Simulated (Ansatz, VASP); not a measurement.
## Zn: VASP beside Ansatz

Contents of POSCAR:

```
Zn
1.0
    2.7811174557      0.0000000000      0.0000000000
   -1.3905587278      2.4085183675      0.0000000000
    0.0000000000      0.0000000000      9.0831296103
Zn
4
Direct
    0.0000000000      0.0000000000      0.0000000000
    0.0000000000      0.0000000000      0.5000000000
    0.3333333333      0.6666666667      0.2500000000
    0.6666666667      0.3333333333      0.7500000000
```

Contents of INCAR.step1:

```
SYSTEM = Zn
PREC = Accurate
ENCUT = 600
ISMEAR = -1
SIGMA = 0.1
LREAL = .False.
LASPH = .True.
NELM = 60
GGA = PE
ALGO = Normal
EDIFF = 1E-4
LWAVE = .True.
LCHARG = .False.
```

INCAR.step2

```
SYSTEM = Zn
PREC = Accurate
ENCUT = 600
EDIFF = 1E-6
ISMEAR = -1
SIGMA = 0.1
LREAL = .False.
LASPH = .True.
NELM = 60
ALGO = Normal
ISIF = 3
LWAVE = .False.
LCHARG = .False.
METAGGA = R2SCAN
LMIXTAU = .True.
IBRION = 2
NSW = 80
EDIFFG = -0.01
ISTART = 1
```

KPOINTS

```
regular mesh
0
Gamma
  13 13 4
  0 0 0
```

Input for Ansatz:

```yaml
crystal:
  lattice:
    - [2.7811174557, 0.0, 0.0]
    - [-1.3905587278, 2.4085183675, 0.0]
    - [0.0, 0.0, 9.0831296103]
  atoms:
    - { symbol: Zn, position: [0.0, 0.0, 0.0] }
    - { symbol: Zn, position: [0.0, 0.0, 0.5] }
    - { symbol: Zn, position: [0.3333333333, 0.6666666667, 0.25] }
    - { symbol: Zn, position: [0.6666666667, 0.3333333333, 0.75] }
hamiltonian:
  xc: r2scan
  pseudopotentials:
    kind: paw
    azcp:
      Zn: "pseudopotentials/Zn.paw.azcp"
basis:
  ecutwfc: 500
  fft_grid_basis: typed
kpoints:
  mp_grid: { grid: [13, 13, 4], shift: [0, 0, 0] }
magnetization:
  spin_polarized: false
scf:
  occupations: { method: fermi_dirac, width: 0.1 }
relax:
  max_steps: 60
  f_tol: 0.01
  cell: {}
```

Alike in both runs: task relaxation of cell and atoms; functional r2SCAN; k mesh 13 × 13 × 4; occupations fermi-dirac, width 0.1 eV; no spin polarisation.

```csv
,VASP,Ansatz
version,VASP 6.6.1,Ansatz 0.2.0
potentials or method,"VASP PAW PBE potentials, release 64 (Zn), cutoff 600 eV","plane waves (500 eV) with PAW, scalar-relativistic"
valence electrons in the cell,48,48
```

VASP gave:

- relaxed volume (Å³/atom): 14.45
- relaxed cell length with the largest relative difference (Å): 9.743

Estimate Ansatz's values.

relaxed volume (Å³/atom): 14.43; relaxed cell length with the largest relative difference (Å): 9.759.

VASP's potentials were made for PBE, not for r2SCAN.
